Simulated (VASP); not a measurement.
**MnHg: single point with PBE**

Crystal: MnHg.

```
Hg Mn
1.0
     3.31500    0.00000    0.00000
     0.00000    3.31500    0.00000
     0.00000    0.00000    3.31500
Hg Mn
1 1
Direct
  0.00000 0.00000 0.00000
  0.50000 0.50000 0.50000
```

```
Program             : VASP 6.6.1
Task                : single point
Functional          : PBE
Potentials or basis : VASP PAW PBE potentials, release 64 (Hg, Mn_pv)
Cutoff              : 520 eV
k mesh              : 8 × 8 × 8
Occupations         : fermi-dirac, width 0.05 eV
Spin                : no spin polarisation
```

The pressure is -14.4 GPa. The band gap on the k mesh is zero (an odd number of electrons rules out a gap without spin polarisation).

Levels at points of the mesh, in eV from the Fermi level:
```tsv
k point	band 9	band 10	band 11	band 12	band 13	band 14	band 15	band 16
(0.00, 0.00, 0.00)	-6.55	-0.70	-0.70	0.27	0.27	0.27	5.80	5.80
(0.50, 0.00, 0.00)	-4.40	-4.06	-1.03	-0.53	-0.53	0.09	0.75	10.95
(0.50, 0.50, 0.00)	-3.22	-0.80	-0.80	-0.47	0.18	0.18	0.47	2.34
(0.50, 0.50, 0.50)	-1.88	-1.88	-1.88	0.50	0.50	1.00	5.35	5.35
```

It took 43 s on 1 thread of Intel Xeon 8259CL, with other jobs on the host, peak memory 0.17 GiB.

Caveat: the cell stands under tension; spin-orbit coupling is left out, which moves the levels of the heavy elements; the run has no spin polarisation, though such a crystal can be magnetic. Spin polarisation is off, so any magnetic state and its effect on volume and gap are missing.
